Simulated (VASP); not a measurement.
# W2F3 (P6/mmm) in VASP: a series of runs

The runs below take W2F3 through single point, with PBE.

Program: VASP 6.6.1. These are calculated values, not measurements. Logs are shortened: lines on timing, memory, paths and dates and some standing lists are left out, and cuts for length are marked.

## Step 1: The cell of the first run

The structure is hexagonal, space group P6/mmm (No. 191). Conventional cell: a = 4.530 Å, b = 4.530 Å, c = 4.053 Å, α = 90.00°, β = 90.00°, γ = 120.00°. Within 2.7 Å of W (site symmetry -6m2) lie 5 F at 2.03 to 2.62 Å and 3 W at 2.62 Å. F (site symmetry 6/mmm) has 6 W at 2.62 Å and 12 F at 3.31 Å within 3.5 Å. Within 2.7 Å of F (site symmetry -6m2) lie 2 W at 2.03 Å and 3 F at 2.62 Å.

## Step 2: Single point, PBE

INCAR reads:

```
SYSTEM = W2F3
PREC = Accurate
ENCUT = 520
EDIFF = 1E-7
ISMEAR = 0
SIGMA = 0.1
LREAL = .False.
LASPH = .True.
NELM = 60
ALGO = Normal
ISIF = 2
LWAVE = .False.
LCHARG = .False.
GGA = PE
NBANDS = 32
```

KPOINTS reads:

```
regular mesh
0
Gamma
  6 6 4
  0 0 0
```

POSCAR reads:

```
W2F3
1.0
    4.5301658348      0.0000000000      0.0000000000
   -2.2650829174      3.9232386963      0.0000000000
    0.0000000000      0.0000000000      4.0528523494
W F
2 3
Direct
    0.3333333333      0.6666666667     -0.0000013049
    0.6666666667      0.3333333333      1.0000013049
    0.0000000000      0.0000000000      0.0000000000
    0.3333333333      0.6666666667      0.4999918065
    0.6666666667      0.3333333333      0.5000081935
```

Potentials or basis: VASP PAW PBE potentials, release 64 (W_sv, F).

On the command line:

```sh
> cat potpaw_PBE.64/W_sv/POTCAR potpaw_PBE.64/F/POTCAR > POTCAR
> mpirun -np 1 vasp_std > vasp.out
```

OUTCAR:

```text
SYSTEM = W2F3
   PREC = Accurate
   ENCUT = 520
   EDIFF = 1E-7
   ISMEAR = 0
   LREAL = .False.
   LASPH = .True.
   NELM = 60
   ISIF = 2
   GGA = PE

 ion  position               nearest neighbor table
   1  0.333  0.667  1.000-   4 2.03   4 2.03   3 2.62   2 2.62   2 2.62   3 2.62   3 2.62   2 2.62

   2  0.667  0.333  0.000-   5 2.03   5 2.03   3 2.62   1 2.62   1 2.62   3 2.62   3 2.62   1 2.62

   3  0.000  0.000  0.000-   1 2.62   2 2.62   2 2.62   1 2.62   2 2.62   1 2.62
   4  0.333  0.667  0.500-   1 2.03   1 2.03
   5  0.667  0.333  0.500-   2 2.03   2 2.03

  LATTYP: Found a hexagonal cell.
 ALAT       =     4.5301658348
 C/A-ratio  =     0.8946366418

  Lattice vectors:

 A1 = (   4.5301658348,   0.0000000000,   0.0000000000)
 A2 = (  -2.2650829174,   3.9232386963,   0.0000000000)
 A3 = (   0.0000000000,   0.0000000000,   4.0528523494)

Analysis of symmetry for initial positions (statically):
=====================================================================
 Subroutine PRICEL returns:
 Original cell was already a primitive cell.

 Routine SETGRP: Setting up the symmetry group for a
 hexagonal supercell.

 Subroutine GETGRP returns: Found 12 space group operations
 (whereof 12 operations were pure point group operations)
 out of a pool of 24 trial point group operations.

The static configuration has the point symmetry D_3d.

Analysis of symmetry for dynamics (positions and initial velocities):
=====================================================================
 Subroutine PRICEL returns:
 Original cell was already a primitive cell.

 Routine SETGRP: Setting up the symmetry group for a
 hexagonal supercell.

 Subroutine GETGRP returns: Found 12 space group operations
 (whereof 12 operations were pure point group operations)
 out of a pool of 24 trial point group operations.

The dynamic configuration has the point symmetry D_3d.

 Subroutine INISYM returns: Found 12 space group operations
 (whereof 12 operations are pure point group operations),
 and found     1 'primitive' translations

----------------------------------------------------------------------------------------

                                     Primitive cell

  volume of cell :      72.0310

  direct lattice vectors                    reciprocal lattice vectors
     4.530165835  0.000000000  0.000000000     0.220742471  0.127445725  0.000000000
    -2.265082917  3.923238696  0.000000000     0.000000000  0.254891450  0.000000000
     0.000000000  0.000000000  4.052852349     0.000000000  0.000000000  0.246739805

  length of vectors
     4.530165835  4.530165835  4.052852349     0.254891450  0.254891450  0.246739805

  position of ions in fractional coordinates (direct lattice)
     0.333333333  0.666666667  0.999998695
     0.666666667  0.333333333  0.000001305
     0.000000000  0.000000000  0.000000000
     0.333333333  0.666666667  0.499991806
     0.666666667  0.333333333  0.500008194

  ion indices of the primitive-cell ions
   primitive index   ion index
                 1           1
                 2           2
                 3           3
                 4           4
                 5           5

----------------------------------------------------------------------------------------

 KPOINTS: regular mesh

Automatic generation of k-mesh.
 Grid dimensions read from file:
 generate k-points for:    6    6    4

 Generating k-lattice:

  Cartesian coordinates                     Fractional coordinates (reciprocal lattice)
     0.036790412  0.021240954  0.000000000     0.166666667  0.000000000  0.000000000
     0.000000000  0.042481908  0.000000000     0.000000000  0.166666667  0.000000000
     0.000000000  0.000000000  0.061684951     0.000000000  0.000000000  0.250000000

  Length of vectors
     0.042481908  0.042481908  0.061684951

  Shift w.r.t. Gamma in fractional coordinates (k-lattice)
     0.000000000  0.000000000  0.000000000

 Subroutine IBZKPT returns following result:
 ===========================================

 Found     24 irreducible k-points:

 Following reciprocal coordinates:
            Coordinates               Weight
  0.000000  0.000000  0.000000      1.000000
  0.166667  0.000000  0.000000      6.000000
  0.333333  0.000000  0.000000      6.000000
  0.500000  0.000000  0.000000      3.000000
  0.166667  0.166667  0.000000      6.000000
  0.333333  0.166667  0.000000     12.000000
[... 16 lines left out ...]
  0.333333  0.166667  0.500000     12.000000
  0.333333  0.333333  0.500000      2.000000
   k-points           NKPTS =     24   k-points in BZ     NKDIM =     24   number of bands    NBANDS=     32
   number of dos      NEDOS =    301   number of ions     NIONS =      5
   total plane-waves  NPLWV =  38880
   dimension x,y,z NGX =    36 NGY =   36 NGZ =   30
   dimension x,y,z NGXF=    72 NGYF=   72 NGZF=   60
   ions per type =               2   3
   NGX,Y,Z   is equivalent  to a cutoff of  13.21, 13.21, 12.31 a.u.
   NGXF,Y,Z  is equivalent  to a cutoff of  26.42, 26.42, 24.61 a.u.
 SYSTEM =  W2F3
   PREC   = accura    normal or accurate (medium, high low for compatibility)
   ISTART =      0    job   : 0-new  1-cont  2-samecut
   ICHARG =      2    charge: 1-file 2-atom 10-const
   ISPIN  =      1    spin polarized calculation?
   LNONCOLLINEAR =      F non collinear calculations
   LSORBIT =      F    spin-orbit coupling
   LASPH  =      T    aspherical Exc in radial PAW
   ENCUT  =  520.0 eV  38.22 Ry    6.18 a.u.   8.42  8.42  7.54*2*pi/ulx,y,z
   NELM   =     60;   NELMIN=  2; NELMDL= -5     # of ELM steps
   EDIFF  = 0.1E-06   stopping-criterion for ELM
   LREAL  =      F    real-space projection
   EDIFFG = 0.1E-05   stopping-criterion for IOM
   NSW    =      0    number of steps for IOM
   IBRION =     -1    ionic relax: 0-MD 1-quasi-New 2-CG
   NFREE  =      0    steps in history (QN), initial steepest desc. (CG)
   ISIF   =      2    stress and relaxation
   ISYM   =      2    0-nonsym 1-usesym 2-fastsym
   POTIM  = 0.5000    time-step for ionic-motion
   TEBEG  =    0.0;   TEEND  =   0.0 temperature during run
   PSTRESS=    0.0 pullay stress
   NELECT =      49.0000    total number of electrons
   NUPDOWN=      -1.0000    fix difference up-down
   EMIN   =  10.00;   EMAX   =-10.00  energy-range for DOS
   EFERMI =   0.00;   METHOD = LEGACY
   ISMEAR =     0;   SIGMA  =   0.10  broadening in eV -4-tet -1-fermi 0-gaus
   EFERMI_NEDOS =   21; number of points for ismear=-14 and -15
   IALGO  =     38    algorithm
   IMIX   =      4    mixing-type and parameters
     AMIX     =   0.40;   BMIX     =  1.00
     AMIX_MAG =   1.60;   BMIX_MAG =  1.00
  volume/ion in A,a.u.               =      14.41        97.22
  Fermi-wavevector in a.u.,A,eV,Ry     =   1.439794  2.720816 28.204964  2.073006
  Thomas-Fermi vector in A             =   2.558610
   LORBIT       =      0    0 simple, 1 ext, 2 COOP (PROOUT), +10 PAW based schemes
   GGA     = PE    functional components
   LHFCALC =     F    Hartree Fock is set to
   AEXX    =    0.0000 exact exchange contribution
   IVDW    =     0    specifies the selected vdW correction
   LEPSILON=     F    determine dielectric tensor
   LRPA    =     F    only Hartree local field effects (RPA)
 non-spin polarized calculation
 Gauss-broadening in eV      SIGMA  =   0.10
  energy-cutoff  :      520.00
  volume of cell :       72.03
 maximum number of plane-waves:      2001
 NGX is ok and might be reduce to    36
   NGX = 17   NGY = 17   NGZ = 15

 number of electron      48.9999995 magnetization

 Free energy of the ion-electron system (eV)
  ---------------------------------------------------
  ext. energy  EPLUGINS =         0.00000000
  ---------------------------------------------------
  free energy    TOTEN  =       -35.93241423 eV

  energy without entropy =      -35.91450357  energy(sigma->0) =      -35.92345890

 E-fermi :   5.3350     XC(G=0): -10.7161

 val. band max:        5.3036485639   @ k =   0.5000   0.0000   0.5000
 cond. band min:       5.3682237245   @ k =   0.3333   0.1667   0.5000
 fundamental gap:      0.0645751606
 Fermi energy:         5.3350273113

 k-point     1 :       0.0000    0.0000    0.0000
  band No.  band energies     occupation
      1     -68.8531      2.00000
      2     -68.7028      2.00000
      3     -33.5893      2.00000
      4     -33.3744      2.00000
      5     -33.2275      2.00000
      6     -33.2275      2.00000
[... 24 lines left out ...]
     31       8.8683      0.00000
     32      13.6670      0.00000

 k-point     2 :       0.1667    0.0000    0.0000
  band No.  band energies     occupation
      1     -68.8443      2.00000
      2     -68.7118      2.00000
      3     -33.5768      2.00000
      4     -33.3872      2.00000
      5     -33.2460      2.00000
      6     -33.1873      2.00000
[... 24 lines left out ...]
     31       8.8162      0.00000
     32      13.2191      0.00000

 k-point     3 :       0.3333    0.0000    0.0000
  band No.  band energies     occupation
      1     -68.8215      2.00000
      2     -68.7348      2.00000
      3     -33.5443      2.00000
      4     -33.4202      2.00000
      5     -33.2807      2.00000
      6     -33.0902      2.00000
[... 24 lines left out ...]
     31       8.7340      0.00000
     32      11.5071      0.00000

 k-point     4 :       0.5000    0.0000    0.0000
  band No.  band energies     occupation
      1     -68.8032      2.00000
      2     -68.7532      2.00000
      3     -33.5182      2.00000
      4     -33.4466      2.00000
      5     -33.2970      2.00000
      6     -33.0258      2.00000
[... 654 lines left out ...]
     31      11.2604      0.00000
     32      12.1447      0.00000

 k-point    23 :       0.3333    0.1667    0.5000
  band No.  band energies     occupation
      1     -68.8028      2.00000
      2     -68.7527      2.00000
      3     -33.6181      2.00000
      4     -33.5424      2.00000
      5     -33.3114      2.00000
      6     -32.9817      2.00000
[... 24 lines left out ...]
     31      11.6962      0.00000
     32      12.5148      0.00000

 k-point    24 :       0.3333    0.3333    0.5000
  band No.  band energies     occupation
      1     -68.7778      2.00000
      2     -68.7778      2.00000
      3     -33.5803      2.00000
      4     -33.5803      2.00000
      5     -33.3335      2.00000
      6     -32.8062      2.00000
[... 24 lines left out ...]
     31      10.5011      0.00000
     32      12.5880      0.00000

------------------------ aborting loop because EDIFF is reached ----------------------------------------

  FORCE on cell =-STRESS in cart. coord.  units (eV):
  Direction    XX          YY          ZZ          XY          YZ          ZX
  --------------------------------------------------------------------------------------
  -------------------------------------------------------------------------------------
  Total        0.0764345      0.0764345      0.8048644      0.0000000      0.0000000      0.0000000
  in kB        1.7001236      1.7001236     17.9024992      0.0000000      0.0000000      0.0000000
  external PRESSURE =       7.1009155 kB  Pullay stress =       0.0000000 kB

 VOLUME and BASIS-vectors are now :
 -----------------------------------------------------------------------------
  energy-cutoff  :      520.00
  volume of cell :       72.03
      direct lattice vectors                 reciprocal lattice vectors
     4.530165835  0.000000000  0.000000000     0.220742471  0.127445725  0.000000000
    -2.265082917  3.923238696  0.000000000     0.000000000  0.254891450  0.000000000
     0.000000000  0.000000000  4.052852349     0.000000000  0.000000000  0.246739805

 POSITION                                       TOTAL-FORCE (eV/Angst)
 -----------------------------------------------------------------------------------
     -0.00000      2.61549      4.05285         0.000000      0.000000     -0.000338
      2.26508      1.30775      0.00001        -0.000000     -0.000000      0.000338
      0.00000      0.00000      0.00000         0.000000      0.000000      0.000000
     -0.00000      2.61549      2.02639         0.000000      0.000000      0.000609
      2.26508      1.30775      2.02646         0.000000      0.000000     -0.000609
 -----------------------------------------------------------------------------------
    total drift:                               -0.000000      0.000000      0.000000

  FREE ENERGIE OF THE ION-ELECTRON SYSTEM (eV)
  ---------------------------------------------------
  free  energy   TOTEN  =       -35.9324142339 eV

  energy  without entropy=      -35.9145035700  energy(sigma->0) =      -35.92345890
```

Run time: 40 s. Hardware: 1 thread of Intel Xeon Platinum 8488C (Sapphire Rapids), shared host; peak memory 0.21 GiB.

Results:

| Quantity | Value |
| --- | --- |
| Free energy | -35.9324 eV |
| Pressure | 0.7 GPa |
| Band gap on the k mesh | zero (an odd number of electrons rules out a gap without spin polarisation) |

Caveat: the k points lie up to 0.39 Å⁻¹ apart, too coarse for converged energies and pressures of a metal; spin-orbit coupling is left out, which moves the levels of the heavy elements; an odd number of electrons without spin polarisation forces a metal; a magnetic or distorted state may lie lower.

## Step 3: Single point, PBE

INCAR reads:

```
ALGO = Normal
EDIFF = 1E-7
ENCUT = 520
GGA = PE
ISIF = 2
ISMEAR = 0
LASPH = True
LCHARG = False
LREAL = False
LWAVE = False
NBANDS = 32
NELM = 100
PREC = Accurate
SIGMA = 0.1
```

KPOINTS reads:

```
k-points
0
Gamma
  12 12 10
```

POSCAR reads:

```
W2F3
1.0
    4.5253678005      0.0000000000      0.0000000000
   -2.2626839003      3.9190834767      0.0000000000
    0.0000000000      0.0000000000      4.0623049749
W F
2 3
Direct
    0.3333333333      0.6666666667      0.0000000000
    0.6666666667      0.3333333333      0.0000000000
    0.0000000000      0.0000000000      0.0000000000
    0.3333333333      0.6666666667      0.5000000000
    0.6666666667      0.3333333333      0.5000000000
```

Potentials or basis: VASP PAW PBE potentials, release 64 (W_sv, F).

On the command line:

```sh
> cat potpaw_PBE.64/W_sv/POTCAR potpaw_PBE.64/F/POTCAR > POTCAR
> mpirun -np 1 vasp_std > vasp.out
```

Wall time 3 min (1 thread of Intel Xeon Platinum 8488C (Sapphire Rapids), shared host); peak memory 0.33 GiB.

It converged, with:

```
Free energy            : -35.9317 eV
Pressure               : 0.6 GPa
Band gap on the k mesh : zero (an odd number of electrons rules out a gap without spin polarisation)
```

Stress tensor (GPa, compression positive):
```
0.06 0.00 0.00
0.00 0.06 0.00
0.00 0.00 1.76
```

Levels at points of the mesh, in eV from the Fermi level:
| k point | band 22 | band 23 | band 24 | band 25 | band 26 | band 27 | band 28 | band 29 |
| --- | --- | --- | --- | --- | --- | --- | --- | --- |
| (0.00, 0.00, 0.00) | -1.38 | -1.38 | -0.18 | -0.18 | 1.53 | 1.53 | 1.85 | 1.85 |
| (0.50, 0.00, 0.00) | -1.79 | -1.25 | -0.76 | -0.68 | 0.76 | 1.92 | 2.26 | 2.76 |
| (0.00, 0.00, 0.50) | -0.27 | -0.27 | 0.25 | 0.25 | 1.88 | 1.88 | 2.47 | 2.47 |
| (0.50, 0.00, 0.50) | -1.29 | -0.73 | -0.05 | 0.65 | 1.67 | 2.04 | 2.95 | 3.14 |

Caveat: spin-orbit coupling is left out, which moves the levels of the heavy elements; an odd number of electrons without spin polarisation forces a metal; a magnetic or distorted state may lie lower.
